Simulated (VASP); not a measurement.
# Ir (Fm-3m) in VASP: notebook, part 2 of 2

VASP 6.6.1.

**4. Single point, r2SCAN (volume scaled by 1.040)**

File POSCAR:

```
Ir
1.0
    0.0000000000      1.9473412254      1.9473412254
    1.9473412254      0.0000000000      1.9473412254
    1.9473412254      1.9473412254      0.0000000000
Ir
1
Direct
    0.0000000000      0.0000000000      0.0000000000
```

File INCAR.step1:

```
SYSTEM = Ir
  ALGO = Normal
  EDIFF = 1E-5
  ENCUT = 550
  GGA = PE
  GGA_COMPAT = .False.
  ISMEAR = 0
  LASPH = .True.
  LCHARG = .False.
  LREAL = .False.
  LWAVE = .True.
  NBANDS = 14
  NELM = 120
  PREC = Accurate
  SIGMA = 0.05
```

File INCAR.step2:

```
SYSTEM = Ir
  ALGO = Normal
  EDIFF = 1E-6
  ENCUT = 550
  GGA_COMPAT = .False.
  ISIF = 2
  ISMEAR = 0
  ISTART = 1
  LASPH = .True.
  LCHARG = .True.
  LELF = .True.
  LMIXTAU = .True.
  LREAL = .False.
  LVHAR = .True.
  LWAVE = .False.
  METAGGA = R2SCAN
  NBANDS = 14
  NELM = 120
  PREC = Accurate
  SIGMA = 0.05
```

File KPOINTS:

```
k-points
0
Gamma
  20 20 20
  0 0 0
```

Launch:

```console
$ cat potpaw_PBE.64/Ir_sv_GW/POTCAR > POTCAR
$ cp INCAR.step1 INCAR
$ mpirun -np 1 vasp_std > vasp.out
$ cp INCAR.step2 INCAR
$ mpirun -np 1 vasp_std > vasp.out
```

Wall time 74 s (1 thread of Intel Xeon 6975P-C (Granite Rapids), shared host); peak memory 0.19 GiB.

It converged, with:

| Item | Value |
| --- | --- |
| Free energy | -52.8829 eV |
| Pressure | -15.6 GPa |

Levels at points of the mesh, in eV from the Fermi level:
| k point | band 5 | band 6 | band 7 | band 8 | band 9 | band 10 | band 11 | band 12 |
| --- | --- | --- | --- | --- | --- | --- | --- | --- |
| (0.00, 0.00, 0.00) | -10.96 | -3.67 | -3.67 | -3.67 | -1.15 | -1.15 | 14.47 | 20.02 |
| (0.50, 0.00, 0.00) | -7.87 | -3.81 | -3.81 | -0.51 | 0.94 | 0.94 | 7.33 | 14.22 |
| (0.50, 0.50, 0.00) | -7.62 | -7.07 | 0.84 | 1.53 | 1.53 | 1.83 | 10.60 | 11.94 |

Caveat: the PAW data sets were made with another functional, which shifts forces and pressure a little; spin-orbit coupling is left out, which moves the levels of the heavy elements.

**5. Single point, r2SCAN (volume scaled by 0.980)**

File POSCAR:

```
Ir
1.0
    0.0000000000      1.9091481757      1.9091481757
    1.9091481757      0.0000000000      1.9091481757
    1.9091481757      1.9091481757      0.0000000000
Ir
1
Direct
    0.0000000000      0.0000000000      0.0000000000
```

File INCAR.step1:

```
SYSTEM = Ir
PREC = Accurate
ENCUT = 550
ISMEAR = 0
SIGMA = 0.05
LREAL = .False.
LASPH = .True.
NELM = 120
NBANDS = 14
GGA = PE
ALGO = Normal
EDIFF = 1E-5
LWAVE = .True.
LCHARG = .False.
GGA_COMPAT = .False.
```

File INCAR.step2:

```
SYSTEM = Ir
PREC = Accurate
ENCUT = 550
EDIFF = 1E-6
ISMEAR = 0
SIGMA = 0.05
LREAL = .False.
LASPH = .True.
NELM = 120
ALGO = Normal
ISIF = 2
LWAVE = .False.
LCHARG = .False.
METAGGA = R2SCAN
LMIXTAU = .True.
NBANDS = 14
ISTART = 1
GGA_COMPAT = .False.
```

File KPOINTS:

```
regular mesh
0
Gamma
  20 20 20
  0 0 0
```

Potentials or basis: VASP PAW PBE potentials, release 64 (Ir_sv_GW).

Launch:

```console
$ cat potpaw_PBE.64/Ir_sv_GW/POTCAR > POTCAR
$ cp INCAR.step1 INCAR
$ mpirun -np 1 vasp_std > vasp.out
$ cp INCAR.step2 INCAR
$ mpirun -np 1 vasp_std > vasp.out
```

OUTCAR:

```text
SYSTEM = Ir
   PREC = Accurate
   ENCUT = 550
   EDIFF = 1E-6
   ISMEAR = 0
   LREAL = .False.
   LASPH = .True.
   NELM = 120
   ISIF = 2
   METAGGA = R2SCAN
   ISTART = 1

 ion  position               nearest neighbor table
   1  0.000  0.000  0.000-

  LATTYP: Found a face centered cubic cell.
 ALAT       =     3.8182963514

  Lattice vectors:

 A1 = (   0.0000000000,   1.9091481757,   1.9091481757)
 A2 = (   1.9091481757,   0.0000000000,   1.9091481757)
 A3 = (   1.9091481757,   1.9091481757,   0.0000000000)

Analysis of symmetry for initial positions (statically):
=====================================================================
 Subroutine PRICEL returns:
 Original cell was already a primitive cell.

 Routine SETGRP: Setting up the symmetry group for a
 face centered cubic supercell.

 Subroutine GETGRP returns: Found 48 space group operations
 (whereof 48 operations were pure point group operations)
 out of a pool of 48 trial point group operations.

The static configuration has the point symmetry O_h .

Analysis of symmetry for dynamics (positions and initial velocities):
=====================================================================
 Subroutine PRICEL returns:
 Original cell was already a primitive cell.

 Routine SETGRP: Setting up the symmetry group for a
 face centered cubic supercell.

 Subroutine GETGRP returns: Found 48 space group operations
 (whereof 48 operations were pure point group operations)
 out of a pool of 48 trial point group operations.

The dynamic configuration has the point symmetry O_h .

 Subroutine INISYM returns: Found 48 space group operations
 (whereof 48 operations are pure point group operations),
 and found     1 'primitive' translations

----------------------------------------------------------------------------------------

                                     Primitive cell

  volume of cell :      13.9171

  direct lattice vectors                    reciprocal lattice vectors
     0.000000000  1.909148176  1.909148176    -0.261896906  0.261896906  0.261896906
     1.909148176  0.000000000  1.909148176     0.261896906 -0.261896906  0.261896906
     1.909148176  1.909148176  0.000000000     0.261896906  0.261896906 -0.261896906

  length of vectors
     2.699943243  2.699943243  2.699943243     0.453618747  0.453618747  0.453618747

  position of ions in fractional coordinates (direct lattice)
     0.000000000  0.000000000  0.000000000

  ion indices of the primitive-cell ions
   primitive index   ion index
                 1           1

----------------------------------------------------------------------------------------

 KPOINTS: regular mesh

Automatic generation of k-mesh.
 Grid dimensions read from file:
 generate k-points for:   20   20   20

 Generating k-lattice:

  Cartesian coordinates                     Fractional coordinates (reciprocal lattice)
    -0.013094845  0.013094845  0.013094845     0.050000000  0.000000000  0.000000000
     0.013094845 -0.013094845  0.013094845     0.000000000  0.050000000  0.000000000
     0.013094845  0.013094845 -0.013094845     0.000000000  0.000000000  0.050000000

  Length of vectors
     0.022680937  0.022680937  0.022680937

  Shift w.r.t. Gamma in fractional coordinates (k-lattice)
     0.000000000  0.000000000  0.000000000

 Subroutine IBZKPT returns following result:
 ===========================================

 Found    256 irreducible k-points:

 Following reciprocal coordinates:
            Coordinates               Weight
  0.000000  0.000000  0.000000      1.000000
  0.050000  0.000000  0.000000      8.000000
  0.100000  0.000000  0.000000      8.000000
  0.150000  0.000000  0.000000      8.000000
  0.200000  0.000000  0.000000      8.000000
  0.250000  0.000000  0.000000      8.000000
[... 16 lines left out ...]
 -0.400000  0.050000  0.000000     24.000000
 -0.350000  0.050000  0.000000     24.000000
 [... further k-points ...]
   k-points           NKPTS =    256   k-points in BZ     NKDIM =    256   number of bands    NBANDS=     14
   number of dos      NEDOS =    301   number of ions     NIONS =      1
   total plane-waves  NPLWV =  13824
   dimension x,y,z NGX =    24 NGY =   24 NGZ =   24
   dimension x,y,z NGXF=    48 NGYF=   48 NGZF=   48
   ions per type =               1
   NGX,Y,Z   is equivalent  to a cutoff of  14.78, 14.78, 14.78 a.u.
   NGXF,Y,Z  is equivalent  to a cutoff of  29.56, 29.56, 29.56 a.u.
 SYSTEM =  Ir
   PREC   = accura    normal or accurate (medium, high low for compatibility)
   ISTART =      1    job   : 0-new  1-cont  2-samecut
   ICHARG =      0    charge: 1-file 2-atom 10-const
   ISPIN  =      1    spin polarized calculation?
   LNONCOLLINEAR =      F non collinear calculations
   LSORBIT =      F    spin-orbit coupling
   LASPH  =      T    aspherical Exc in radial PAW
   ENCUT  =  550.0 eV  40.42 Ry    6.36 a.u.   5.16  5.16  5.16*2*pi/ulx,y,z
   NELM   =    120;   NELMIN=  2; NELMDL=  0     # of ELM steps
   EDIFF  = 0.1E-05   stopping-criterion for ELM
   LREAL  =      F    real-space projection
   EDIFFG = 0.1E-04   stopping-criterion for IOM
   NSW    =      0    number of steps for IOM
   IBRION =     -1    ionic relax: 0-MD 1-quasi-New 2-CG
   NFREE  =      0    steps in history (QN), initial steepest desc. (CG)
   ISIF   =      2    stress and relaxation
   ISYM   =      2    0-nonsym 1-usesym 2-fastsym
   POTIM  = 0.5000    time-step for ionic-motion
   TEBEG  =    0.0;   TEEND  =   0.0 temperature during run
   PSTRESS=    0.0 pullay stress
   NELECT =      17.0000    total number of electrons
   NUPDOWN=      -1.0000    fix difference up-down
   EMIN   =  10.00;   EMAX   =-10.00  energy-range for DOS
   EFERMI =   0.00;   METHOD = LEGACY
   ISMEAR =     0;   SIGMA  =   0.05  broadening in eV -4-tet -1-fermi 0-gaus
   EFERMI_NEDOS =   21; number of points for ismear=-14 and -15
   IALGO  =     38    algorithm
   IMIX   =      4    mixing-type and parameters
     AMIX     =   0.40;   BMIX     =  1.00
     AMIX_MAG =   1.60;   BMIX_MAG =  1.00
  volume/ion in A,a.u.               =      13.92        93.92
  Fermi-wavevector in a.u.,A,eV,Ry     =   1.750014  3.307047 41.668505  3.062549
  Thomas-Fermi vector in A             =   2.820815
   LORBIT       =      0    0 simple, 1 ext, 2 COOP (PROOUT), +10 PAW based schemes
   METAGGA = R2SCAN    functional components
   LHFCALC =     F    Hartree Fock is set to
   AEXX    =    0.0000 exact exchange contribution
   IVDW    =     0    specifies the selected vdW correction
   LEPSILON=     F    determine dielectric tensor
   LRPA    =     F    only Hartree local field effects (RPA)
 non-spin polarized calculation
 Gauss-broadening in eV      SIGMA  =   0.05
  energy-cutoff  :      550.00
  volume of cell :       13.92
 maximum number of plane-waves:       420
 NGX is ok and might be reduce to    24
   NGX = 11   NGY = 11   NGZ = 11

 number of electron      17.0000000 magnetization

 Free energy of the ion-electron system (eV)
  ---------------------------------------------------
  ext. energy  EPLUGINS =         0.00000000
  ---------------------------------------------------
  free energy    TOTEN  =       -52.90244469 eV

  energy without entropy =      -52.90188113  energy(sigma->0) =      -52.90216291

 E-fermi :  12.9109     XC(G=0): -16.0231

 val. band max:       12.9049524933   @ k =   0.4000   0.3500   0.0000
 cond. band min:      12.9188714886   @ k =   0.5000   0.4000   0.1000
 fundamental gap:      0.0139189952
 Fermi energy:        12.9109079595

 k-point     1 :       0.0000    0.0000    0.0000
  band No.  band energies     occupation
      1     -82.1174      2.00000
      2     -37.9027      2.00000
      3     -37.9027      2.00000
      4     -37.9027      2.00000
      5       1.3068      2.00000
      6       8.8839      2.00000
      7       8.8839      2.00000
      8       8.8839      2.00000
      9      11.6655      2.00000
     10      11.6655      2.00000
     11      27.1982      0.00000
     12      33.0921      0.00000
     13      33.0922      0.00000
     14      33.0922      0.00000
[... 375 lines left out ...]
 k-point    24 :      -0.3500    0.0500    0.0000
  band No.  band energies     occupation
      1     -82.0495      2.00000
      2     -38.6519      2.00000
      3     -38.0318      2.00000
      4     -38.0015      2.00000
      5       4.4962      2.00000
      6       8.9069      2.00000
      7       9.0199      2.00000
      8       9.8074      2.00000
      9      12.7977      1.99863
     10      13.6406      0.00000
     11      23.8848      0.00000
     12      28.2800      0.00000
     13      34.1990      0.00000
     14      35.8105      0.00000

 [... further k-points ...]
[... 5 lines left out ...]
  --------------------------------------------------------------------------------------
  -------------------------------------------------------------------------------------
  Total        0.4992815      0.4992815      0.4992815      0.0000000      0.0000000      0.0000000
  in kB       57.4787287     57.4787287     57.4787287      0.0000000      0.0000000      0.0000000
  external PRESSURE =      57.4787287 kB  Pullay stress =       0.0000000 kB

 VOLUME and BASIS-vectors are now :
 -----------------------------------------------------------------------------
  energy-cutoff  :      550.00
  volume of cell :       13.92
      direct lattice vectors                 reciprocal lattice vectors
     0.000000000  1.909148176  1.909148176    -0.261896906  0.261896906  0.261896906
     1.909148176  0.000000000  1.909148176     0.261896906 -0.261896906  0.261896906
     1.909148176  1.909148176  0.000000000     0.261896906  0.261896906 -0.261896906

 POSITION                                       TOTAL-FORCE (eV/Angst)
 -----------------------------------------------------------------------------------
      0.00000      0.00000      0.00000         0.000000      0.000000      0.000000
 -----------------------------------------------------------------------------------
    total drift:                                0.000000      0.000000      0.000000

  FREE ENERGIE OF THE ION-ELECTRON SYSTEM (eV)
  ---------------------------------------------------
  free  energy   TOTEN  =       -52.9024446886 eV

  energy  without entropy=      -52.9018811295  energy(sigma->0) =      -52.90216291
```

OUTCAR.step1:

```text
SYSTEM = Ir
   PREC = Accurate
   ENCUT = 550
   ISMEAR = 0
   LREAL = .False.
   LASPH = .True.
   NELM = 120
[... 625 lines left out ...]
 -----------------------------------------------------------------------------------
      0.00000      0.00000      0.00000        -0.000000     -0.000000      0.000000
 -----------------------------------------------------------------------------------
    total drift:                               -0.000000     -0.000000     -0.000000

  FREE ENERGIE OF THE ION-ELECTRON SYSTEM (eV)
  ---------------------------------------------------
  free  energy   TOTEN  =        -9.3950249762 eV

  energy  without entropy=       -9.3944355417  energy(sigma->0) =       -9.39473026
```

OSZICAR.step1:

```text
N       E                     dE             d eps       ncg     rms          rms(c)
DAV:   1     0.114447893703E+03    0.11445E+03   -0.11908E+04  7384   0.132E+03
DAV:   2    -0.873914086378E+01   -0.12319E+03   -0.11806E+03  8980   0.402E+02
DAV:   3    -0.104590589164E+02   -0.17199E+01   -0.17136E+01  7852   0.444E+01
DAV:   4    -0.104616263882E+02   -0.25675E-02   -0.25674E-02  8500   0.212E+00
DAV:   5    -0.104616317093E+02   -0.53211E-05   -0.53225E-05  7912   0.907E-02    0.709E+01
DAV:   6    -0.949228055402E+01    0.96935E+00   -0.12874E+00  7438   0.123E+01    0.382E+01
DAV:   7    -0.941156303177E+01    0.80718E-01   -0.42072E-01  8170   0.660E+00    0.635E+00
DAV:   8    -0.939509485254E+01    0.16468E-01   -0.61295E-02  7228   0.309E+00    0.516E-01
DAV:   9    -0.939510360970E+01   -0.87572E-05   -0.71754E-04  8008   0.322E-01    0.217E-01
DAV:  10    -0.939502474605E+01    0.78864E-04   -0.11903E-04  7924   0.158E-01    0.145E-01
DAV:  11    -0.939502497623E+01   -0.23018E-06   -0.55828E-06  3812   0.306E-02
   1 F= -.93950250E+01 E0= -.93947303E+01  d E =-.589435E-03
```

Wall time 3.2 min (1 thread of AMD EPYC 9R45 (Zen 5), shared host); peak memory 0.16 GiB.

What came out:

* Free energy: -52.9024 eV
* Pressure: 5.7 GPa

Caveat: the PAW data sets were made with another functional, which shifts forces and pressure a little; spin-orbit coupling is left out, which moves the levels of the heavy elements.

**6. Single point, r2SCAN (volume scaled by 0.960)**

File POSCAR:

```
Ir
1.0
    0.0000000000      1.8960714079      1.8960714079
    1.8960714079      0.0000000000      1.8960714079
    1.8960714079      1.8960714079      0.0000000000
Ir
1
Direct
    0.0000000000      0.0000000000      0.0000000000
```

File INCAR.step1:

```
SYSTEM = Ir
PREC = Accurate ; ENCUT = 550
ISMEAR = 0 ; SIGMA = 0.05
LREAL = .False. ; LASPH = .True.
NELM = 120 ; NBANDS = 14
GGA = PE ; ALGO = Normal
EDIFF = 1E-5 ; LWAVE = .True.
LCHARG = .False. ; GGA_COMPAT = .False.
```

File INCAR.step2:

```
SYSTEM = Ir
PREC = Accurate ; ENCUT = 550
EDIFF = 1E-6 ; ISMEAR = 0
SIGMA = 0.05 ; LREAL = .False.
LASPH = .True. ; NELM = 120
ALGO = Normal ; ISIF = 2
LWAVE = .False. ; LCHARG = .False.
METAGGA = R2SCAN ; LMIXTAU = .True.
NBANDS = 14 ; ISTART = 1
GGA_COMPAT = .False.
```

KPOINTS is that of step 5.

Potentials or basis: VASP PAW PBE potentials, release 64 (Ir_sv_GW).

Launch:

```console
$ cat potpaw_PBE.64/Ir_sv_GW/POTCAR > POTCAR
$ cp INCAR.step1 INCAR
$ mpirun -np 1 vasp_std > vasp.out
$ cp INCAR.step2 INCAR
$ mpirun -np 1 vasp_std > vasp.out
```

Run time: 3.8 min. Hardware: 1 thread of Intel Xeon Platinum 8259CL at 2.50GHz (Skylake/Cascade Lake), shared host; peak memory 0.19 GiB.

It converged, with:

* Free energy: -52.8809 eV
* Pressure: 14.8 GPa

Levels at points of the mesh, in eV from the Fermi level:
| k point | band 4 | band 5 | band 6 | band 7 | band 8 | band 9 | band 10 | band 11 | band 12 | band 13 |
| --- | --- | --- | --- | --- | --- | --- | --- | --- | --- | --- |
| (0.00, 0.00, 0.00) | -50.86 | -11.83 | -4.16 | -4.16 | -4.16 | -1.28 | -1.28 | 14.21 | 20.23 | 20.23 |
| (0.50, 0.00, 0.00) | -50.99 | -8.73 | -4.32 | -4.32 | -0.71 | 1.08 | 1.08 | 8.19 | 13.98 | 20.37 |
| (0.50, 0.50, 0.00) | -51.21 | -8.57 | -7.97 | 0.99 | 1.76 | 1.76 | 1.84 | 11.75 | 12.30 | 12.30 |

Caveat: the PAW data sets were made with another functional, which shifts forces and pressure a little; spin-orbit coupling is left out, which moves the levels of the heavy elements.

**7. Summary**

```csv
potentials or basis,cell,cutoff (eV),second run,gap on the mesh (eV),pressure (GPa)
"VASP PAW PBE potentials, release 64 (Ir)","a = 2.754 Å, angles 60.0°, 1 atom",520,-,none,-11.5
"VASP PAW PBE potentials, release 64 (Ir_sv_GW)","a = 2.718 Å, angles 60.0°, 1 atom",550,valence_matched,none,-2.2
"VASP PAW PBE potentials, release 64 (Ir_sv_GW)","a = 2.754 Å, angles 60.0°, 1 atom",550,valence_matched,none,-15.6
"VASP PAW PBE potentials, release 64 (Ir_sv_GW)","a = 2.700 Å, angles 60.0°, 1 atom",550,valence_matched,none,5.7
"VASP PAW PBE potentials, release 64 (Ir_sv_GW)","a = 2.681 Å, angles 60.0°, 1 atom",550,valence_matched,none,14.8
```

Alike in all rows: task single point; level r2SCAN; no spin polarisation; k mesh 20 × 20 × 20; smearing gaussian 0.05 eV.

Caveats: the PAW data sets were made with another functional, which shifts forces and pressure a little; spin-orbit coupling is left out, which moves the levels of the heavy elements.

Total energies depend on the potentials used, so only differences within one code and one set of settings carry meaning.
